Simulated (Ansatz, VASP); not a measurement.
Mo in VASP and in Ansatz

File POSCAR:

```
Mo
1.0
    2.4619593575      0.0000000000      0.0000000000
   -1.2309796787      2.6059236459      0.0000000000
    0.0000000000      0.0000000000      2.5551807000
Mo
1
Direct
    0.0000000000      0.0000000000      0.5000000000
```

Contents of INCAR.step1:

```
  PREC = Accurate
  ENCUT = 520
  ISMEAR = 0
  SIGMA = 0.15
  LREAL = F
  LASPH = T
  NELM = 80
  NBANDS = 13
  GGA = PE
  ALGO = Normal
  EDIFF = 1E-4
  LWAVE = T
  LCHARG = F
```

INCAR.step2

```
  PREC = Accurate
  ENCUT = 520
  EDIFF = 1E-6
  ISMEAR = 0
  SIGMA = 0.15
  LREAL = F
  LASPH = T
  NELM = 80
  ALGO = Normal
  ISIF = 2
  LWAVE = F
  LCHARG = F
  METAGGA = R2SCAN
  LMIXTAU = T
  NBANDS = 13
  ISTART = 1
```

File KPOINTS:

```
regular mesh
0
Gamma
  18 18 18
```

Input for Ansatz:

```yaml
crystal:
  lattice:
    - [2.4619593575, 0.0, 0.0]
    - [-1.2309796787, 2.6059236459, 0.0]
    - [0.0, 0.0, 2.5551807]
  atoms:
    - { symbol: Mo, position: [0.0, 0.0, 0.5] }
basis:
  ecutwfc: 500
kpoints:
  mp_grid: { grid: [18, 18, 18] }
hamiltonian:
  xc: r2scan
scf:
  occupations: { method: gaussian, width: 0.15 }
output:
  forces: true
  stress: true
  eigenvalues: true
```

Change from the starting cell: strain -0.1000 x Voigt [1, -1, 0, 0, 0, 0], atoms carried along.

Alike in both runs: task single point; functional r2SCAN; k mesh 18 × 18 × 18; occupations gaussian, width 0.15 eV; no spin polarisation.

|  | VASP | Ansatz |
| --- | --- | --- |
| version | VASP 6.6.1 | Ansatz 0.2.0 |
| potentials or method | VASP PAW PBE potentials, release 64 (Mo_sv), cutoff 520 eV | scalar-relativistic, plane waves, PAW |
| valence electrons in the cell | 14 | 14 |

|  | VASP | Ansatz | Ansatz less VASP |
| --- | --- | --- | --- |
| gap on the k mesh at the Fermi level (eV) | none | none | - |
| pressure (GPa) | 8.9 | 7.7 | -1.26 |
| traceless stress, the component that is largest in VASP (GPa) | 20.94 | 20.49 | -0.454 |

VASP's potentials were made for PBE, not for r2SCAN. A gap of «none» marks a metal or a gap that the smearing closes.
